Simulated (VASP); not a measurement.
Set up this calculation in VASP 6.6.1, as the native input.

- Task: single point
- Functional: PBE
- Potentials or basis: VASP PAW PBE potentials, release 64 (Al, Ru_pv)
- Cutoff: 520 eV
- k mesh: 20 × 20 × 20
- Occupations: gaussian, width 0.15 eV
- Spin: no spin polarisation
- Dipole correction: no
- Further INCAR settings: ALGO = Fast; EDIFF = 1e-06; NBANDS = 16

The structure of AlRu lies in POSCAR:

```
AlRu
1.0
    3.0040847246      0.0000000000      0.0000000000
    0.0000000000      3.1843298081      0.0000000000
    0.0000000000      0.0000000000      3.0040847246
Al Ru
1 1
Direct
    0.0000000000      0.0000000000      0.0000000000
    0.5000000000      0.5000000000      0.5000000000
```

This cell differs from its parent crystal: strain +0.0600 x Voigt [0, 1, 0, 0, 0, 0].

The input as run:

INCAR

```
  ALGO = Fast
  EDIFF = 1E-6
  ENCUT = 520
  GGA = PE
  ISIF = 2
  ISMEAR = 0
  LASPH = T
  LCHARG = T
  LELF = T
  LREAL = F
  LVHAR = T
  LWAVE = F
  NBANDS = 16
  NELM = 80
  PREC = Accurate
  SIGMA = 0.15
```

KPOINTS

```
k-points
0
Gamma
  20 20 20
```

Potentials or basis: VASP PAW PBE potentials, release 64 (Al, Ru_pv).

Command:

```sh
$ cat potpaw_PBE.64/Al/POTCAR potpaw_PBE.64/Ru_pv/POTCAR > POTCAR
$ mpirun -np 1 vasp_std > vasp.out
```

It gave:

The pressure is -10.2 GPa and the band gap on the k mesh is zero (an odd number of electrons rules out a gap without spin polarisation).

Caveat: the cell differs from its parent crystal (strain +0.0600 x Voigt [0, 1, 0, 0, 0, 0]); the stress differs along the axes, from -16 to -8 GPa.

Wall time 70 s on 1 thread of Intel(R) Xeon(R) 6975P-C (Granite Rapids) (shared host), peak memory 0.41 GiB.
